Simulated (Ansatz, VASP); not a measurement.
## GaSb in VASP and in Ansatz

File POSCAR:

```
GaSb
1.0
    0.0000000000      3.0556142815      3.0556142815
    3.0556142815      0.0000000000      3.0556142815
    3.0556142815      3.0556142815      0.0000000000
Ga Sb
1 1
Direct
    0.0000000000      0.0000000000      0.0000000000
    0.2500000000      0.2500000000      0.2500000000
```

The input INCAR.step1:

```
SYSTEM = GaSb
ALGO = Normal
EDIFF = 1E-5
ENCUT = 400
GGA = PE
GGA_COMPAT = .False.
ISIF = 2
ISMEAR = 0
LASPH = .True.
LREAL = .False.
LWAVE = .True.
NBANDS = 21
NELM = 120
PREC = Accurate
SIGMA = 0.1
```

Contents of INCAR.step2:

```
SYSTEM = GaSb
AEXX = 1.0
AGGAC = 0.0
ALDAC = 0.0
ALGO = Normal
EDIFF = 1E-6
ENCUT = 400
GGA = PE
GGA_COMPAT = .False.
ISIF = 2
ISMEAR = 0
ISTART = 1
LASPH = .True.
LCHARG = .True.
LELF = .True.
LHFCALC = .True.
LREAL = .False.
LVHAR = .True.
LWAVE = .False.
NBANDS = 21
NELM = 120
PREC = Accurate
PRECFOCK = Normal
SIGMA = 0.1
```

The input KPOINTS:

```
k-points
0
Gamma
  4 4 4
  0 0 0
```

Input for Ansatz:

```yaml
crystal:
  lattice:
    - [0.0, 3.0556142815, 3.0556142815]
    - [3.0556142815, 0.0, 3.0556142815]
    - [3.0556142815, 3.0556142815, 0.0]
  atoms:
    - { symbol: Ga, position: [0.0, 0.0, 0.0] }
    - { symbol: Sb, position: [0.25, 0.25, 0.25] }
basis:
  ecutwfc: 420
kpoints:
  mp_grid: { grid: [4, 4, 4] }
  band_path:
    path:
      - [0.0, 0.0, 0.0]
      - [-0.5, -0.5, 0.0]
      - [-0.375, -0.375, 0.25]
      - [-0.375, 0.0, 0.375]
      - [0.0, 0.0, 0.5]
      - [-0.5, -0.25, 0.25]
    npoints: 1
hamiltonian:
  xc: hf
scf:
  occupations: { method: gaussian, width: 0.1 }
  n_extra_bands: 4
output:
  eigenvalues: true
```

Alike in both runs: task single point; functional HF; k mesh 4 × 4 × 4; occupations gaussian, width 0.1 eV; no spin polarisation.

|  | VASP | Ansatz |
| --- | --- | --- |
| version | VASP 6.6.1 | Ansatz 0.2.0 |
| potentials or method | VASP PAW PBE potentials, release 64 (Ga_d, Sb_d_GW), cutoff 400 eV | scalar-relativistic, plane waves, PAW |
| valence electrons in the cell | 28 | 28 |

VASP gave:

* gap on the k mesh at the Fermi level (eV): 6.42
* least direct gap on the mesh (eV): 6.94

Problem. Estimate Ansatz's values.

Solution. gap on the k mesh at the Fermi level (eV): 6.27; least direct gap on the mesh (eV): 6.78.

VASP's potentials were made for PBE, not for HF.

The k mesh is coarse, so the values compare programs but aren't converged. Neither program's run includes spin-orbit coupling.
